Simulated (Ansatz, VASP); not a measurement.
**TaN in VASP and in Ansatz**

Contents of INCAR:

```
SYSTEM = TaN
  ALGO = Normal
  EDIFF = 1E-6
  ENCUT = 700
  GGA_COMPAT = .FALSE.
  ISIF = 2
  ISMEAR = -1
  LASPH = .TRUE.
  LCHARG = .TRUE.
  LELF = .TRUE.
  LREAL = .FALSE.
  LVHAR = .TRUE.
  LWAVE = .FALSE.
  NBANDS = 36
  NELM = 120
  PREC = Accurate
  SIGMA = 0.05
```

File KPOINTS:

```
k-points
0
G
  6 6 9
  0 0 0
```

The input POSCAR:

```
TaN
1.0
    5.1960000000      0.0000000000      0.0000000000
   -2.5980000000      4.4998679981      0.0000000000
    0.0000000000      0.0000000000      2.9110000000
Ta N
3 3
Direct
    0.0000000000      0.0000000000      0.0000000000
    0.6666666667      0.3333333333      0.5000000000
    0.3333333333      0.6666666667      0.5000000000
    0.0000000000      0.3928500000      0.0000000000
    0.6071500000      0.6071500000      0.0000000000
    0.3928500000      0.0000000000      0.0000000000
```

input.yaml

```yaml
crystal:
  lattice:
    - [5.196, 0.0, 0.0]
    - [-2.598, 4.4998679981, 0.0]
    - [0.0, 0.0, 2.911]
  atoms:
    - { symbol: Ta, position: [0.0, 0.0, 0.0] }
    - { symbol: Ta, position: [0.6666666667, 0.3333333333, 0.5] }
    - { symbol: Ta, position: [0.3333333333, 0.6666666667, 0.5] }
    - { symbol: "N", position: [0.0, 0.39285, 0.0] }
    - { symbol: "N", position: [0.60715, 0.60715, 0.0] }
    - { symbol: "N", position: [0.39285, 0.0, 0.0] }
hamiltonian:
  xc: lda
  pseudopotentials: { kind: paw }
kpoints:
  mp_grid: { grid: [6, 6, 9] }
  band_path:
    path:
      - [[0.0, 0.0, 0.0], [0.5, 0.0, 0.0], [0.3333333333, 0.3333333333, 0.0], [0.0, 0.0, 0.0], [0.0, 0.0, 0.5], [0.5, 0.0, 0.5], [0.3333333333, 0.3333333333, 0.5], [0.0, 0.0, 0.5]]
      - [[0.5, 0.0, 0.5], [0.5, 0.0, 0.0]]
      - [[0.3333333333, 0.3333333333, 0.0], [0.3333333333, 0.3333333333, 0.5]]
    npoints: 14
scf:
  occupations: { method: fermi_dirac, width: 0.05 }
  n_extra_bands: 15
output:
  forces: true
  stress: true
  eigenvalues: true
  fatbands: true
```

Alike in both runs: functional LDA; k mesh 6 × 6 × 9; occupations fermi-dirac, width 0.05 eV; no spin polarisation.

```csv
,VASP,Ansatz
version,VASP 6.6.1,Ansatz 0.2.0
potentials or method,"VASP PAW LDA potentials, release 64 (Ta_sv_GW, N)",Ansatz PAW
plane-wave cutoff (eV),700,420
valence electrons in the cell,54,54
task,single point,band structure
```

VASP gave:

```
gap on the k mesh at the Fermi level (eV)                     : none
pressure (GPa)                                                : -9.1
traceless stress, the component that is largest in VASP (GPa) : -1.75
rms of the force components (eV/Å)                            : 0.014
```

**Question.** What did Ansatz give for the same quantities?

**Answer.** gap on the k mesh at the Fermi level (eV): none; pressure (GPa): -10.0; traceless stress, the component that is largest in VASP (GPa): -1.75; rms of the force components (eV/Å): 0.021.

LDA's correlation is that of Perdew and Zunger in VASP and of Perdew and Wang (1992) in Ansatz. Atom by atom the forces differ by 0.006 eV/Å (rms over components). A gap of «none» marks a metal or a gap that the smearing closes.

Spin-orbit coupling is off throughout.
